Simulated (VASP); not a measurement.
# RbBr (Pmm2) in VASP: a series of runs, part 2 of 3

VASP 6.6.1. Earlier steps stand in the parts before.

## Step 3: Single point, PBEsol

INCAR reads:

```
ALGO = Normal
EDIFF = 1E-7
ENCUT = 520
GGA = PS
ISIF = 2
ISMEAR = 0
LASPH = T
LCHARG = T
LELF = T
LREAL = F
LVHAR = T
LWAVE = F
NBANDS = 15
NELM = 80
PREC = Accurate
SIGMA = 0.05
```

KPOINTS reads:

```
k-points
0
Gamma
  6 6 6
```

POSCAR reads:

```
RbBr
1.0
    4.1243020998      0.0000000000      0.0000000000
    0.0000000000      4.1243020998      0.0000000000
    0.0000000000      0.0000000000      4.0701688540
Rb Br
1 1
Direct
   -0.0198457406      0.0000000000      0.0000000000
    0.5212276205      0.5000000000      0.5000000000
```

Potentials or basis: VASP PAW PBE potentials, release 64 (Rb_sv, Br).

On the command line:

```
> cat potpaw_PBE.64/Rb_sv/POTCAR potpaw_PBE.64/Br/POTCAR > POTCAR
> mpirun -np 1 vasp_std > vasp.out
```

OUTCAR:

```text
EDIFF = 1E-7
   ENCUT = 520
   GGA = PS
   ISIF = 2
   ISMEAR = 0
   LASPH = T
   LREAL = F
   NELM = 80
   PREC = Accurate

 ion  position               nearest neighbor table
   1  0.980  0.000  0.000-   2 3.46   2 3.46   2 3.46   2 3.46   2 3.66   2 3.66   2 3.66   2 3.66

   2  0.521  0.500  0.500-   1 3.46   1 3.46   1 3.46   1 3.46   1 3.66   1 3.66   1 3.66   1 3.66

  LATTYP: Found a simple tetragonal cell.
 ALAT       =     4.1243020998
 C/A-ratio  =     0.9868745682

  Lattice vectors:

 A1 = (   4.1243020998,   0.0000000000,   0.0000000000)
 A2 = (   0.0000000000,   4.1243020998,   0.0000000000)
 A3 = (   0.0000000000,   0.0000000000,   4.0701688540)

Analysis of symmetry for initial positions (statically):
=====================================================================
 Subroutine PRICEL returns:
 Original cell was already a primitive cell.

 Routine SETGRP: Setting up the symmetry group for a
 simple tetragonal supercell.

 Subroutine GETGRP returns: Found  4 space group operations
 (whereof  4 operations were pure point group operations)
 out of a pool of 16 trial point group operations.

The static configuration has the point symmetry C_2v.

Analysis of symmetry for dynamics (positions and initial velocities):
=====================================================================
 Subroutine PRICEL returns:
 Original cell was already a primitive cell.

 Routine SETGRP: Setting up the symmetry group for a
 simple tetragonal supercell.

 Subroutine GETGRP returns: Found  4 space group operations
 (whereof  4 operations were pure point group operations)
 out of a pool of 16 trial point group operations.

The dynamic configuration has the point symmetry C_2v.

 Subroutine INISYM returns: Found  4 space group operations
 (whereof  4 operations are pure point group operations),
 and found     1 'primitive' translations

----------------------------------------------------------------------------------------

                                     Primitive cell

[... 115 lines left out ...]
   GGA     = PS    functional components
   LHFCALC =     F    Hartree Fock is set to
   AEXX    =    0.0000 exact exchange contribution
   IVDW    =     0    specifies the selected vdW correction
   LEPSILON=     F    determine dielectric tensor
   LRPA    =     F    only Hartree local field effects (RPA)
 non-spin polarized calculation
 Gauss-broadening in eV      SIGMA  =   0.05
  energy-cutoff  :      520.00
  volume of cell :       69.23
 maximum number of plane-waves:      1884
 NGX is ok and might be reduce to    32
   NGX = 15   NGY = 15   NGZ = 15

 number of electron      16.0000001 magnetization

 Free energy of the ion-electron system (eV)
  ---------------------------------------------------
  ext. energy  EPLUGINS =         0.00000000
  ---------------------------------------------------
  free energy    TOTEN  =        -6.28811716 eV

  energy without entropy =       -6.28811716  energy(sigma->0) =       -6.28811716

 E-fermi :  -0.4361     XC(G=0):  -8.1774

 val. band max:       -0.6758101468   @ k =   0.5000   0.5000   0.0000
 cond. band min:       3.2526898951   @ k =   0.0000   0.0000   0.0000
 fundamental gap:      3.9285000419
 Fermi energy:        -0.4360923328

 k-point     1 :       0.0000    0.0000    0.0000
  band No.  band energies     occupation
      1     -25.6987      2.00000
      2     -13.3677      2.00000
      3      -9.6950      2.00000
      4      -9.6917      2.00000
      5      -9.6823      2.00000
      6      -0.8955      2.00000
      7      -0.8845      2.00000
      8      -0.8161      2.00000
      9       3.2527      0.00000
     10       4.7397      0.00000
     11       4.8052      0.00000
     12       9.1966      0.00000
     13       9.2606      0.00000
     14       9.3142      0.00000
[... 401 lines left out ...]
      2     -13.3341      2.00000
      3      -9.7618      2.00000
      4      -9.7608      2.00000
      5      -9.6650      2.00000
      6      -1.4811      2.00000
      7      -1.2061      2.00000
      8      -1.1783      2.00000
      9       4.8974      0.00000
     10       5.8625      0.00000
     11       5.9021      0.00000
     12       8.2712      0.00000
     13       8.3249      0.00000
     14       9.0188      0.00000
     15      11.4180      0.00000

 [... further k-points ...]
[... 5 lines left out ...]
  --------------------------------------------------------------------------------------
  -------------------------------------------------------------------------------------
  Total       -0.1555909     -0.1333677      0.0342731      0.0000000      0.0000000      0.0000000
  in kB       -3.6006552     -3.0863691      0.7931421      0.0000000      0.0000000      0.0000000
  external PRESSURE =      -1.9646274 kB  Pullay stress =       0.0000000 kB

 VOLUME and BASIS-vectors are now :
 -----------------------------------------------------------------------------
  energy-cutoff  :      520.00
  volume of cell :       69.23
      direct lattice vectors                 reciprocal lattice vectors
     4.124302100  0.000000000  0.000000000     0.242465265  0.000000000  0.000000000
     0.000000000  4.124302100  0.000000000     0.000000000  0.242465265  0.000000000
     0.000000000  0.000000000  4.070168854     0.000000000  0.000000000  0.245690053

 POSITION                                       TOTAL-FORCE (eV/Angst)
 -----------------------------------------------------------------------------------
      4.04245      0.00000      0.00000         0.126107      0.000000      0.000000
      2.14970      2.06215      2.03508        -0.126107      0.000000      0.000000
 -----------------------------------------------------------------------------------
    total drift:                               -0.000150     -0.000000      0.000001

  FREE ENERGIE OF THE ION-ELECTRON SYSTEM (eV)
  ---------------------------------------------------
  free  energy   TOTEN  =        -6.2881171559 eV

  energy  without entropy=       -6.2881171559  energy(sigma->0) =       -6.28811716
```

OSZICAR:

```text
N       E                     dE             d eps       ncg     rms          rms(c)
DAV:   1     0.782491877693E+02    0.78249E+02   -0.68258E+03  1920   0.931E+02
DAV:   2    -0.128927033153E+01   -0.79538E+02   -0.74099E+02  2673   0.165E+02
DAV:   3    -0.637280954464E+01   -0.50835E+01   -0.50611E+01  2593   0.426E+01
DAV:   4    -0.650471897711E+01   -0.13191E+00   -0.13188E+00  2771   0.614E+00
DAV:   5    -0.650574963811E+01   -0.10307E-02   -0.10307E-02  2650   0.533E-01    0.260E+00
DAV:   6    -0.631806007976E+01    0.18769E+00   -0.15926E-01  2445   0.224E+00    0.174E+00
DAV:   7    -0.628637624156E+01    0.31684E-01   -0.88162E-02  2487   0.172E+00    0.881E-01
DAV:   8    -0.628816342760E+01   -0.17872E-02   -0.11653E-02  2384   0.635E-01    0.132E-01
DAV:   9    -0.628801826960E+01    0.14516E-03   -0.60409E-04  2599   0.131E-01    0.507E-02
DAV:  10    -0.628811483415E+01   -0.96565E-04   -0.17912E-04  2167   0.856E-02    0.900E-03
DAV:  11    -0.628811565390E+01   -0.81974E-06   -0.61409E-06  2710   0.158E-02    0.650E-03
DAV:  12    -0.628811710068E+01   -0.14468E-05   -0.18830E-06  2209   0.901E-03    0.798E-04
DAV:  13    -0.628811715592E+01   -0.55237E-07   -0.70480E-08  2236   0.183E-03
   1 F= -.62881172E+01 E0= -.62881172E+01  d E =-.135936E-13
```

stdout:

```text
POSCAR found type information on POSCAR RbBr
 POSCAR found :  2 types and       2 ions
 scaLAPACK will be used
 -----------------------------------------------------------------------------
|                                                                             |
|                                                                             |
|     You enforced a specific xc type in the INCAR file but a different       |
|     I HOPE YOU KNOW WHAT YOU ARE DOING!                                     |
|                                                                             |
 -----------------------------------------------------------------------------

 LDA part: xc-table for (Slater+PW92), standard interpolation
 POSCAR, INCAR and KPOINTS ok, starting setup
 FFT: planning ... GRIDC
 FFT: planning ... GRID_SOFT
 FFT: planning ... GRID
 WAVECAR not read
 entering main loop
```

It took 20 s on 1 thread of Intel Xeon 6975P-C (Granite Rapids), shared host; peak memory 0.21 GiB.

What came out:

```yaml
Free_energy: -6.2881 eV
Pressure: -0.2 GPa
Largest_force: 0.126 eV/Å
Band_gap_on_the_k_mesh: 3.93 eV, indirect (least direct gap 4.07 eV)
```

Forces in eV/Å, atoms in the order of the input:
```
Rb   0.126  0.000  0.000
Br  -0.126  0.000  0.000
```

Stress tensor (GPa, compression positive):
```
-0.36  0.00  0.00
 0.00 -0.31  0.00
 0.00  0.00  0.08
```

Caveat: the PAW data sets were made with another functional, which shifts forces and pressure a little. PBEsol gaps usually lie below the measured ones, often by a third to a half.

(Part 2 of 3 ends here.)
